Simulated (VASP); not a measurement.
A run of VASP 6.6.1 is set up as follows.

The input INCAR:

```
ALGO = Normal
EDIFF = 1E-6
EDIFFG = -0.01
ENCUT = 600
GGA = PE
IBRION = 2
ISIF = 3
ISMEAR = 0
LASPH = True
LCHARG = False
LREAL = False
LWAVE = False
NELM = 60
NSW = 100
PREC = Accurate
SIGMA = 0.02
```

The input KPOINTS:

```
k-points
0
Gamma
  8 8 8
```

Contents of POSCAR:

```
LiH2
1.0
   -2.4077216778      2.4077216778      3.2606225800
    2.4077216778     -2.4077216778      3.2606225800
    2.4077216778      2.4077216778     -3.2606225800
Li H
2 4
Direct
    0.0000000000      0.5000000000      0.5000000000
    0.5000000000      0.0000000000      0.5000000000
    0.3621595959      0.3621595959      0.7243191918
    0.3621595959      0.6378404041      0.0000000000
    0.6378404041      0.3621595959      0.0000000000
    0.6378404041      0.6378404041      0.2756808082
```

Potentials or basis: VASP PAW PBE potentials, release 64 (Li_sv, H).

Run with:

```sh
$ cat potpaw_PBE.64/Li_sv/POTCAR potpaw_PBE.64/H/POTCAR > POTCAR
$ mpirun -np 1 vasp_std > vasp.out
```

What does it give for the relaxed cell?

a = 4.714 Å, b = 4.714 Å, c = 4.714 Å, α = 118.56°, β = 118.56°, γ = 92.51°.

Predict the relaxed volume.

12.60 Å³/atom.

Predict the band gap on the k mesh.

1.54 eV (least direct gap 1.79 eV).

Estimate the space group after relaxing (to 0.1 Å).

I4/mmm (No. 139).

The path:
```
step  energy change (eV)  largest force (eV/Å)  pressure (GPa)  volume (Å³)
   1              0.0000                0.0267            0.00        75.61
   2             -0.0001                0.0159           -0.01        75.61
   3             -0.0002                0.0009           -0.03        75.62
```

Caveat: the cutoff is under 1.25 times the usual one of these potentials, so pressure, stress and relaxed cells hold a basis-set (Pulay) error. A k mesh can miss the band edges.
